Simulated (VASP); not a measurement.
Here is a VASP 6.6.1 calculation.

INCAR

```
SYSTEM = ZnO
ALGO = Normal
EDIFF = 1E-6
ENCUT = 520
GGA = PE
ISIF = 2
ISMEAR = 0
LASPH = .TRUE.
LCHARG = .FALSE.
LREAL = .FALSE.
LWAVE = .FALSE.
NBANDS = 26
NELM = 60
PREC = Accurate
SIGMA = 0.02
```

KPOINTS

```
k-points
0
G
  9 9 6
  0 0 0
```

File POSCAR:

```
ZnO
1.0
    3.1430899126      0.0000000000      0.0000000000
   -1.5715449563      2.7219957107      0.0000000000
    0.0000000000      0.0000000000      5.0715103038
Zn O
2 2
Direct
    0.3333333333      0.6666666667      0.8104519656
    0.6666666667      0.3333333333      0.3104519656
    0.6666666667      0.3333333333      0.6895569987
    0.3333333333      0.6666666667      0.1895569987
```

Potentials or basis: VASP PAW PBE potentials, release 64 (Zn, O).

Command:

```sh
$ cat potpaw_PBE.64/Zn/POTCAR potpaw_PBE.64/O/POTCAR > POTCAR
$ mpirun -np 1 vasp_std > vasp.out
```

Question: What does it give for the pressure?

Answer: 23.4 GPa.

Question: Estimate the band gap on the k mesh.

Answer: 0.91 eV.

Question: What does it give for the largest force?

Answer: 0.007 eV/Å.

Stress tensor (GPa, compression positive):
```
23.48  0.00  0.00
 0.00 23.48  0.00
 0.00  0.00 23.37
```

Caveat: the cell stands under pressure.
